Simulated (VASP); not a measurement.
# Al32Cu (a cell with a defect) in VASP: single point with PBEsol

Aim: the single point of Al32Cu (a cell with a defect) with PBEsol.

All numbers are computed with VASP 6.6.1; they aren't measurements. Logs are shortened: lines on timing, memory, paths and dates and some standing lists are left out, and cuts for length are marked.

## 1. The cell of the first run

The cell holds a defect, 33 atoms: a = 8.100 Å, b = 8.100 Å, c = 8.100 Å, α = 90.00°, β = 90.00°, γ = 90.00°.

## 2. Single point, PBEsol

INCAR reads:

```
PREC = Accurate ; ENCUT = 520
EDIFF = 1E-6 ; ISMEAR = -1
SIGMA = 0.15 ; LREAL = Auto
LASPH = True ; NELM = 100
ALGO = Normal ; ISIF = 2
LWAVE = False ; LCHARG = False
GGA = PS ; NBANDS = 76
```

KPOINTS reads:

```
regular mesh
0
Gamma
  3 3 3
```

POSCAR reads:

```
Al32Cu
1.0
    8.1000000000      0.0000000000      0.0000000000
    0.0000000000      8.1000000000      0.0000000000
    0.0000000000      0.0000000000      8.1000000000
Al Cu
32 1
Direct
    0.5025053329      0.0000385142     -0.0000413998
    0.7499608095      0.2474867866     -0.0000417067
    0.7499685251      0.0000305070      0.2476057711
   -0.0023795990      0.0000295383     -0.0000352007
    0.2501049108      0.2420572855      0.0001436209
    0.5079442628      0.4998858295      0.0001438477
    0.7499697665      0.7523738017     -0.0000349336
    0.2501057159     -0.0002215477      0.2420033224
    0.5013375461      0.2486540905      0.2488242608
    0.7502012319      0.4998849755      0.2420035509
    0.5079469626     -0.0002133704      0.5000822091
    0.7501934663      0.2420552128      0.5000821375
    0.7499622352      0.0000373948      0.7524843869
   -0.0079747774      0.4998847013      0.0001502902
    0.2501060389      0.7579677738      0.0001506421
   -0.0013609242      0.2484493542      0.2486129640
    0.2498448016      0.5001638798      0.2135808059
    0.5015563811      0.7513651826      0.2485985664
   -0.0079755863     -0.0002229150      0.5000826010
    0.2498242969      0.2124444002      0.4998479790
    0.5375069917      0.5001855430      0.4998483115
    0.7502029480      0.7579683414      0.5000826519
    0.2501053036     -0.0002142900      0.7579498924
    0.5011526312      0.2488389555      0.7511312745
    0.7501946125      0.4998855068      0.7579492569
   -0.0015623400      0.7515524351      0.2484122965
   -0.0363122805      0.5001593879      0.4998671557
    0.2498505010      0.7862671279      0.4998683703
   -0.0011880279      0.2486159265      0.7513544086
    0.2498260850      0.5001840965      0.7873886407
    0.5013912565      0.7511935324      0.7513699499
   -0.0014090912      0.7513989480      0.7515679439
    0.2507252128      0.4992138939      0.5005775321
```

Potentials or basis: VASP PAW PBE potentials, release 64 (Al, Cu).

Launch:

```console
> cat potpaw_PBE.64/Al/POTCAR potpaw_PBE.64/Cu/POTCAR > POTCAR
> mpirun -np 1 vasp_std > vasp.out
```

OUTCAR:

```text
PREC = Accurate
   ENCUT = 520
   EDIFF = 1E-6
   ISMEAR = -1
   LREAL = Auto
   LASPH = True
   NELM = 100
   ISIF = 2
   GGA = PS

 ion  position               nearest neighbor table
   1  0.503  0.000  1.000-  23 2.83   5 2.83   8 2.83  15 2.83   2 2.83  13 2.83   3 2.84   7 2.84
                            18 2.85  31 2.85   9 2.85  24 2.85
   2  0.750  0.247  1.000-  25 2.83   6 2.83  10 2.83  14 2.83   1 2.83  13 2.83   3 2.84   4 2.84
                            16 2.85  29 2.85   9 2.85  24 2.85
   3  0.750  0.000  0.248-  11 2.83  12 2.83  19 2.83  22 2.83   2 2.84   1 2.84   4 2.84   7 2.84
                            26 2.85  18 2.85  16 2.85   9 2.85
   4  0.998  0.000  1.000-  23 2.83   5 2.83   8 2.83  15 2.83   2 2.84  13 2.84   3 2.84   7 2.84
                            26 2.85  32 2.85  16 2.85  29 2.85
   5  0.250  0.242  0.000-  30 2.71  17 2.71   8 2.77  23 2.77   1 2.83   4 2.83   9 2.86  16 2.86
                            24 2.86  29 2.86   6 2.95  14 2.95
   6  0.508  0.500  0.000-  30 2.71  17 2.71  10 2.77  25 2.77   2 2.83   7 2.83   9 2.86  18 2.86
                            24 2.86  31 2.86   5 2.95  15 2.95
   7  0.750  0.752  1.000-  25 2.83   6 2.83  10 2.83  14 2.83   1 2.84  13 2.84   3 2.84   4 2.84
                            26 2.85  32 2.85  18 2.85  31 2.85
   8  0.250  1.000  0.242-  20 2.71  28 2.71  15 2.77   5 2.77   1 2.83   4 2.83  18 2.86  26 2.86
                             9 2.86  16 2.87  11 2.95  19 2.96
   9  0.501  0.249  0.249-   3 2.85   1 2.85   2 2.85   6 2.86   5 2.86  10 2.86   8 2.86  12 2.86
[... 32 lines left out ...]
                            24 2.86  31 2.86  12 2.95  22 2.96
  26  0.998  0.752  0.248-   7 2.85   4 2.85   3 2.85   8 2.86  19 2.86  10 2.86  22 2.86  14 2.86
                            15 2.86  17 2.89  27 2.89  28 2.89
  27  0.964  0.500  0.500-  33 2.33  22 2.71  10 2.71  25 2.71  12 2.71  26 2.89  32 2.89  16 2.89
                            29 2.90  28 3.28  17 3.28  30 3.29  20 3.29
  28  0.250  0.786  0.500-  33 2.33  19 2.71   8 2.71  23 2.71  11 2.71  26 2.89  32 2.89  18 2.89
                            31 2.90  27 3.28  17 3.28  30 3.29  21 3.29
  29  0.999  0.249  0.751-   4 2.85  13 2.85   2 2.85  25 2.86  12 2.86  14 2.86   5 2.86  19 2.86
                            23 2.87  20 2.89  30 2.89  27 2.90
  30  0.250  0.500  0.787-  33 2.32  15 2.71  14 2.71   6 2.71   5 2.71  32 2.89  31 2.89  29 2.89
                            24 2.89  28 3.29  27 3.29  21 3.29  20 3.29
  31  0.501  0.751  0.751-   7 2.85  13 2.85   1 2.85  23 2.86  11 2.86  15 2.86   6 2.86  22 2.86
                            25 2.86  21 2.89  30 2.89  28 2.90
  32  0.999  0.751  0.752-   7 2.85   4 2.85  13 2.85  19 2.86  22 2.86  23 2.86  25 2.86  14 2.86
                            15 2.86  30 2.89  27 2.89  28 2.89
  33  0.251  0.499  0.501-  20 2.32  21 2.32  30 2.32  17 2.32  27 2.33  28 2.33

  LATTYP: Found a simple cubic cell.
 ALAT       =     8.1000000000

  Lattice vectors:

 A1 = (   8.1000000000,   0.0000000000,   0.0000000000)
 A2 = (   0.0000000000,   8.1000000000,   0.0000000000)
 A3 = (   0.0000000000,   0.0000000000,   8.1000000000)

Analysis of symmetry for initial positions (statically):
=====================================================================
 Subroutine PRICEL returns:
 Original cell was already a primitive cell.

 Routine SETGRP: Setting up the symmetry group for a
 simple cubic supercell.

 Subroutine GETGRP returns: Found  1 space group operations
 (whereof  1 operations were pure point group operations)
 out of a pool of 48 trial point group operations.

The static configuration has the point symmetry C_1 .

Analysis of symmetry for dynamics (positions and initial velocities):
=====================================================================
 Subroutine PRICEL returns:
 Original cell was already a primitive cell.

 Routine SETGRP: Setting up the symmetry group for a
 simple cubic supercell.

 Subroutine GETGRP returns: Found  1 space group operations
 (whereof  1 operations were pure point group operations)
 out of a pool of 48 trial point group operations.

The dynamic configuration has the point symmetry C_1 .

 Subroutine INISYM returns: Found  1 space group operations
 (whereof  1 operations are pure point group operations),
 and found     1 'primitive' translations

----------------------------------------------------------------------------------------

                                     Primitive cell

  volume of cell :     531.4410

  direct lattice vectors                    reciprocal lattice vectors
     8.100000000  0.000000000  0.000000000     0.123456790  0.000000000  0.000000000
     0.000000000  8.100000000  0.000000000     0.000000000  0.123456790  0.000000000
     0.000000000  0.000000000  8.100000000     0.000000000  0.000000000  0.123456790

  length of vectors
     8.100000000  8.100000000  8.100000000     0.123456790  0.123456790  0.123456790

  position of ions in fractional coordinates (direct lattice)
     0.502505333  0.000038514  0.999958600
     0.749960810  0.247486787  0.999958293
     0.749968525  0.000030507  0.247605771
     0.997620401  0.000029538  0.999964799
     0.250104911  0.242057286  0.000143621
     0.507944263  0.499885830  0.000143848
[... 25 lines left out ...]
     0.998590909  0.751398948  0.751567944
     0.250725213  0.499213894  0.500577532

  ion indices of the primitive-cell ions
   primitive index   ion index
                 1           1
                 2           2
                 3           3
                 4           4
                 5           5
                 6           6
[... 25 lines left out ...]
                32          32
                33          33

----------------------------------------------------------------------------------------

 KPOINTS: regular mesh

Automatic generation of k-mesh.
 Grid dimensions read from file:
 generate k-points for:    3    3    3

 Generating k-lattice:

  Cartesian coordinates                     Fractional coordinates (reciprocal lattice)
     0.041152263  0.000000000  0.000000000     0.333333333  0.000000000  0.000000000
     0.000000000  0.041152263  0.000000000     0.000000000  0.333333333  0.000000000
     0.000000000  0.000000000  0.041152263     0.000000000  0.000000000  0.333333333

  Length of vectors
     0.041152263  0.041152263  0.041152263

  Shift w.r.t. Gamma in fractional coordinates (k-lattice)
     0.000000000  0.000000000  0.000000000

 Subroutine IBZKPT returns following result:
 ===========================================

 Found     14 irreducible k-points:

 Following reciprocal coordinates:
            Coordinates               Weight
  0.000000  0.000000  0.000000      1.000000
  0.333333  0.000000  0.000000      2.000000
  0.000000  0.333333  0.000000      2.000000
  0.000000  0.000000  0.333333      2.000000
  0.333333  0.333333  0.000000      2.000000
  0.000000  0.333333  0.333333      2.000000
  0.333333  0.000000  0.333333      2.000000
 -0.333333  0.333333  0.000000      2.000000
 -0.333333  0.000000  0.333333      2.000000
  0.000000 -0.333333  0.333333      2.000000
  0.333333  0.333333  0.333333      2.000000
 -0.333333  0.333333  0.333333      2.000000
 -0.333333 -0.333333  0.333333      2.000000
  0.333333 -0.333333  0.333333      2.000000
   k-points           NKPTS =     14   k-points in BZ     NKDIM =     14   number of bands    NBANDS=     76
   number of dos      NEDOS =    301   number of ions     NIONS =     33
   total plane-waves  NPLWV = 216000
   dimension x,y,z NGX =    60 NGY =   60 NGZ =   60
   dimension x,y,z NGXF=   120 NGYF=  120 NGZF=  120
   ions per type =              32   1
   NGX,Y,Z   is equivalent  to a cutoff of  12.31, 12.31, 12.31 a.u.
   NGXF,Y,Z  is equivalent  to a cutoff of  24.63, 24.63, 24.63 a.u.
 SYSTEM =  unknown system
   PREC   = accura    normal or accurate (medium, high low for compatibility)
   ISTART =      0    job   : 0-new  1-cont  2-samecut
   ICHARG =      2    charge: 1-file 2-atom 10-const
   ISPIN  =      1    spin polarized calculation?
   LNONCOLLINEAR =      F non collinear calculations
   LSORBIT =      F    spin-orbit coupling
   LASPH  =      T    aspherical Exc in radial PAW
   ENCUT  =  520.0 eV  38.22 Ry    6.18 a.u.  15.06 15.06 15.06*2*pi/ulx,y,z
   NELM   =    100;   NELMIN=  2; NELMDL= -5     # of ELM steps
   EDIFF  = 0.1E-05   stopping-criterion for ELM
   LREAL  =      T    real-space projection
   EDIFFG = 0.1E-04   stopping-criterion for IOM
   NSW    =      0    number of steps for IOM
[... 5 lines left out ...]
   TEBEG  =    0.0;   TEEND  =   0.0 temperature during run
   PSTRESS=    0.0 pullay stress
   NELECT =     107.0000    total number of electrons
   NUPDOWN=      -1.0000    fix difference up-down
   EMIN   =  10.00;   EMAX   =-10.00  energy-range for DOS
   EFERMI =   0.00;   METHOD = LEGACY
   ISMEAR =    -1;   SIGMA  =   0.15  broadening in eV -4-tet -1-fermi 0-gaus
   EFERMI_NEDOS =   21; number of points for ismear=-14 and -15
   IALGO  =     38    algorithm
   IMIX   =      4    mixing-type and parameters
     AMIX     =   0.40;   BMIX     =  1.00
     AMIX_MAG =   1.60;   BMIX_MAG =  1.00
  volume/ion in A,a.u.               =      16.10       108.68
  Fermi-wavevector in a.u.,A,eV,Ry     =   0.959513  1.813218 12.526422  0.920666
  Thomas-Fermi vector in A             =   2.088716
   LORBIT       =      0    0 simple, 1 ext, 2 COOP (PROOUT), +10 PAW based schemes
   GGA     = PS    functional components
   LHFCALC =     F    Hartree Fock is set to
   AEXX    =    0.0000 exact exchange contribution
   IVDW    =     0    specifies the selected vdW correction
   LEPSILON=     F    determine dielectric tensor
   LRPA    =     F    only Hartree local field effects (RPA)
 non-spin polarized calculation
  energy-cutoff  :      520.00
  volume of cell :      531.44
 maximum number of plane-waves:     14358
   NGX = 31   NGY = 31   NGZ = 31

 number of electron     106.9999990 magnetization

 Free energy of the ion-electron system (eV)
  ---------------------------------------------------
  ext. energy  EPLUGINS =         0.00000000
  ---------------------------------------------------
  free energy    TOTEN  =      -135.25784215 eV

  energy without entropy =     -134.58214410  energy(sigma->0) =     -134.91999312

 E-fermi :   8.0646     XC(G=0): -10.3638

 val. band max:        8.0354286016   @ k =   0.0000   0.0000   0.3333
 cond. band min:       8.2538863929   @ k =   0.0000   0.0000   0.0000
 fundamental gap:      0.2184577913
 Fermi energy:         8.0645634291

 k-point     1 :       0.0000    0.0000    0.0000
  band No.  band energies     occupation
      1      -3.1132      2.00000
      2      -1.0350      2.00000
      3      -1.0350      2.00000
      4      -0.8051      2.00000
      5      -0.7920      2.00000
      6      -0.7920      2.00000
[... 941 lines left out ...]
     64       9.7812      0.00002
     65       9.9477      0.00001
 [bands above 65 left out]

------------------------ aborting loop because EDIFF is reached ----------------------------------------

  FORCE on cell =-STRESS in cart. coord.  units (eV):
  Direction    XX          YY          ZZ          XY          YZ          ZX
  --------------------------------------------------------------------------------------
  -------------------------------------------------------------------------------------
  Total        4.6777989      4.6776616      4.6791168      0.0014106      0.0010124     -0.0004983
  in kB       14.1025315     14.1021175     14.1065046      0.0042527      0.0030523     -0.0015024
  external PRESSURE =      14.1037179 kB  Pullay stress =       0.0000000 kB

 VOLUME and BASIS-vectors are now :
 -----------------------------------------------------------------------------
  energy-cutoff  :      520.00
  volume of cell :      531.44
      direct lattice vectors                 reciprocal lattice vectors
     8.100000000  0.000000000  0.000000000     0.123456790  0.000000000  0.000000000
     0.000000000  8.100000000  0.000000000     0.000000000  0.123456790  0.000000000
     0.000000000  0.000000000  8.100000000     0.000000000  0.000000000  0.123456790

 POSITION                                       TOTAL-FORCE (eV/Angst)
 -----------------------------------------------------------------------------------
      4.07029      0.00031      8.09966        -0.002686      0.001231     -0.000880
      6.07468      2.00464      8.09966        -0.001170      0.002772     -0.000876
      6.07475      0.00025      2.00561        -0.001763      0.001826      0.001359
      8.08073      0.00024      8.09971         0.002454      0.002048     -0.001670
      2.02585      1.96066      0.00116         0.000321     -0.000116      0.003366
      4.11435      4.04908      0.00117        -0.000062     -0.000236      0.003355
[... 25 lines left out ...]
      8.08859      6.08633      6.08770         0.002420     -0.002286     -0.003788
      2.03087      4.04363      4.05468         0.001711     -0.001486      0.002478
 -----------------------------------------------------------------------------------
    total drift:                                0.011162     -0.011415      0.006775

  FREE ENERGIE OF THE ION-ELECTRON SYSTEM (eV)
  ---------------------------------------------------
  free  energy   TOTEN  =      -135.2578421466 eV

  energy  without entropy=     -134.5821441025  energy(sigma->0) =     -134.91999312
```

It took 9.1 min on 1 thread of Intel Xeon Platinum 8488C (Sapphire Rapids), shared host; peak memory 0.68 GiB.

Results:

- Free energy: -135.2578 eV
- Pressure: 1.4 GPa
- Largest force: 0.019 eV/Å
- Band gap on the k mesh: zero (an odd number of electrons rules out a gap without spin polarisation)

Forces in eV/Å, atoms in the order of the input:
```
Al  -0.003  0.001 -0.001
Al  -0.001  0.003 -0.001
Al  -0.002  0.002  0.001
Al   0.002  0.002 -0.002
Al   0.000  0.000  0.003
Al   0.000  0.000  0.003
Al  -0.002 -0.003 -0.002
Al   0.000 -0.003  0.001
Al  -0.002  0.002  0.000
Al   0.003  0.000  0.001
Al   0.000 -0.004  0.000
Al   0.004  0.000  0.000
Al  -0.001  0.001 -0.002
Al   0.000  0.000  0.003
Al   0.000  0.000  0.003
Al   0.002  0.004  0.002
Al   0.001 -0.001  0.003
Al  -0.004 -0.002  0.003
Al   0.000 -0.004  0.000
Al   0.003  0.019  0.002
Al  -0.019 -0.003  0.002
Al   0.004  0.000  0.000
Al   0.000 -0.004  0.000
Al   0.000  0.000  0.000
Al   0.003  0.000  0.000
Al   0.002 -0.002  0.003
Al   0.003 -0.001  0.002
Al   0.001 -0.003  0.001
Al   0.000  0.002 -0.002
Al   0.001 -0.001 -0.018
Al  -0.002 -0.001 -0.003
Al   0.002 -0.002 -0.004
Cu   0.002 -0.001  0.002
```

Caveat: the PAW data sets were made with another functional, which shifts forces and pressure a little.
